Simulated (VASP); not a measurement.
Here is a VASP 6.6.1 calculation.

INCAR

```
SYSTEM = Ge
PREC = Accurate ; ENCUT = 520
EDIFF = 1E-6 ; ISMEAR = 0
SIGMA = 0.1 ; LREAL = .False.
LASPH = .True. ; NELM = 80
ALGO = Normal ; ISIF = 2
LWAVE = .False. ; LCHARG = .False.
GGA = CA ; NBANDS = 21
ISYM = 0
```

Contents of KPOINTS:

```
regular mesh
0
Gamma
  9 9 11
  0 0 0
```

The input POSCAR:

```
Ge
1.0
    3.9749643228      0.0000000000      0.0000000000
   -1.9874821614      3.4424200827      0.0000000000
    1.9874821614      1.1474733609      3.2455447789
Ge
2
Direct
    0.0000000000      0.0000000000      0.0000000000
    0.5000000000      0.7500000000      0.7500000000
```

Potentials or basis: VASP PAW LDA potentials, release 64 (Ge_d).

Launch:

```sh
$ cat potpaw_LDA.64/Ge_d/POTCAR > POTCAR
$ mpirun -np 1 vasp_std > vasp.out
```

(1) Estimate the band gap on the k mesh.

(2) What does it give for the pressure?

Results:

(1) 0.03 eV.

(2) 0.2 GPa.

Caveat: the smearing spreads over this small gap; an odd mesh through Γ misses points on the zone boundary, where band edges can lie.
